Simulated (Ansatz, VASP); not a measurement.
# O: VASP beside Ansatz

```xyz
2
Lattice="9.0000 0.0000 0.0000 0.0000 9.5000 0.0000 0.0000 0.0000 10.0000" Properties=species:S:1:pos:R:3 pbc="T T T"
O     4.5000    4.7500    4.3950
O     4.5000    4.7500    5.6050
```

Alike in both runs: functional PBEsol; k mesh 1 × 1 × 1; occupations fermi-dirac, width 0.02 eV; collinear spin.

Ansatz relaxed the structure, and its values are those at the end. VASP's run is a single point on that final structure, the one shown.

```csv
,VASP,Ansatz
version,VASP 6.6.1,Ansatz 0.2.0
potentials or method,"VASP PAW PBE potentials, release 64 (O_h), cutoff 1000 eV","plane waves, PAW"
valence electrons in the cell,12,12
```

```csv
,VASP,Ansatz,Ansatz less VASP
rms of the force components (eV/Å),0.115,0.001,-0.1146
net moment per atom (μB),1.00,1.00,0.000
size of the moment on the site where the two differ most (μB),0.62,0.55,-0.068
```

VASP's potentials were made for PBE, not for PBEsol. Site moments also hang on the region over which each program counts them. Ansatz's warnings: end state compared, stress scf threshold loose.
